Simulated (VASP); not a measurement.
Crystal: Ge.

```
Ge
1.0
     0.00000    2.82877    2.82877
     2.82877    0.00000    2.82877
     2.82877    2.82877    0.00000
Ge
2
Direct
  0.50000 0.50000 0.50000
  0.75000 0.75000 0.75000
```

* Program: VASP 6.6.1
* Task: relaxation of cell and atoms
* Functional: PBE
* Dispersion: D3(BJ)
* Potentials or basis: VASP PAW PBE potentials, release 64 (Ge_d)
* Cutoff: 600 eV
* k mesh: 14 × 14 × 14
* Occupations: gaussian, width 0.1 eV
* Spin: no spin polarisation

At the start: pressure 1.4 GPa; volume 22.64 Å³/atom.

**Question.** Where does the relaxation end?

**Answer.** Over 8 steps the energy falls by 2.3 meV/atom and the volume is 23.13 Å³/atom (+2.2 %); space group Fd-3m (No. 227, to 0.05 Å).

Step by step:
```tsv
step	energy change (eV)	largest force (eV/Å)	pressure (GPa)	volume (Å³)
1	0.0000	0.0000	1.43	45.27
2	-0.0041	0.0000	-0.12	46.61
3	-0.0045	0.0000	-0.15	46.39
4	-0.0045	0.0000	0.17	46.28
5	-0.0045	0.0000	-0.16	46.34
6	-0.0045	0.0000	-0.21	46.31
7	-0.0044	0.0000	0.23	46.12
8	-0.0045	0.0000	0.03	46.26
```

Final structure:
```
Ge
1.0
     0.00000    2.84920    2.84920
     2.84920    0.00000    2.84920
     2.84920    2.84920    0.00000
Ge
2
Direct
  0.50000 0.50000 0.50000
  0.75000 0.75000 0.75000
```

Caveat: pairwise dispersion overbinds metals, which lowers pressure and volume.
